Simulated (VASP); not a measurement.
**Se: single point with PBE+D3(BJ)**

Crystal: Se.

```
CELL_PARAMETERS angstrom
4.08606 0.00000 0.00000
-2.04303 3.53864 0.00000
0.00000 0.00000 4.94741
ATOMIC_POSITIONS crystal
Se 0.24735 0.00000 0.33333
Se 0.00000 0.24735 0.66667
Se 0.75265 0.75265 0.00000
```

This cell differs from its parent crystal: volume 23.845 Å^3 an atom, c/a of the conventional cell 1.2108.

- Program: VASP 6.6.1
- Task: single point
- Functional: PBE
- Dispersion: D3(BJ)
- Potentials or basis: VASP PAW PBE potentials, release 64 (Se)
- Cutoff: 520 eV
- k mesh: 12 × 12 × 8
- Occupations: gaussian, width 0.05 eV
- Spin: no spin polarisation

| Quantity | Value |
| --- | --- |
| Pressure | 2.9 GPa |
| Largest force | 0.273 eV/Å |
| Band gap on the k mesh | 0.72 eV, indirect (least direct gap 0.86 eV) |
| Dispersion energy per atom | -0.366 eV |

Forces in eV/Å, atoms in the order of the input:
```
Se   0.273  0.000  0.000
Se  -0.136  0.236  0.000
Se  -0.136 -0.236  0.000
```

Stress tensor (GPa, compression positive):
```
1.99 0.00 0.00
0.00 1.99 0.00
0.00 0.00 4.70
```

Levels at points of the mesh, in eV from the valence-band top:
```
           k point  band 6  band 7  band 8  band 9  band 10  band 11  band 12  band 13
(0.00, 0.00, 0.00)   -3.73   -2.20   -2.20   -0.74     1.50     1.50     1.82     6.27
(0.50, 0.00, 0.00)   -4.11   -3.65   -1.67   -1.13     1.48     1.68     4.30     4.37
(0.00, 0.00, 0.50)   -3.47   -1.68   -1.68   -1.52     0.72     0.72     0.88     5.67
(0.50, 0.00, 0.50)   -4.54   -2.66   -2.06   -0.03     1.52     2.63     2.86     6.03
```

Wall time 57 s on 1 thread of AMD EPYC 9R45 96-Core Processor (Zen 5) (shared host), peak memory 0.24 GiB.

 A k mesh can miss the band edges.
